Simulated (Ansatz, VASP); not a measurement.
## Two plane-wave programs on Nb

INCAR

```
PREC = Accurate ; ENCUT = 520
EDIFF = 1E-6 ; ISMEAR = 0
SIGMA = 0.1 ; LREAL = False
LASPH = True ; NELM = 60
ALGO = Normal ; ISIF = 2
LWAVE = False ; LCHARG = False
GGA = PS ; NBANDS = 12
```

KPOINTS

```
Automatic mesh
0
Gamma
  18 18 18
```

File POSCAR:

```
Nb
1.0
   -1.6524235183      1.6524235183      1.6524235183
    1.6524235183     -1.6524235183      1.6524235183
    1.6524235183      1.6524235183     -1.6524235183
Nb
1
Direct
    0.0000000000      0.0000000000      0.0000000000
```

Input for Ansatz:

```yaml
crystal:
  lattice:
    - [-1.6524235183, 1.6524235183, 1.6524235183]
    - [1.6524235183, -1.6524235183, 1.6524235183]
    - [1.6524235183, 1.6524235183, -1.6524235183]
  atoms:
    - { symbol: Nb, position: [0.0, 0.0, 0.0] }
basis:
  ecutwfc: 420
kpoints:
  mp_grid: { grid: [18, 18, 18] }
hamiltonian:
  xc: pbesol
scf:
  occupations: { method: gaussian, width: 0.1 }
output:
  forces: true
  stress: true
  eigenvalues: true
```

Alike in both runs: task single point; functional PBEsol; k mesh 18 × 18 × 18; occupations gaussian, width 0.1 eV; no spin polarisation.

|  | VASP | Ansatz |
| --- | --- | --- |
| version | VASP 6.6.1 | Ansatz 0.2.0 |
| potentials or method | VASP PAW PBE potentials, release 64 (Nb_sv), cutoff 520 eV | scalar-relativistic, plane waves, PAW |
| valence electrons in the cell | 13 | 13 |

```tsv
	VASP	Ansatz	Ansatz less VASP
gap on the k mesh at the Fermi level (eV)	none	none	-
pressure (GPa)	-5.3	-5.0	+0.29
```

VASP's potentials were made for PBE, not for PBEsol. A gap of «none» marks a metal or a gap that the smearing closes.
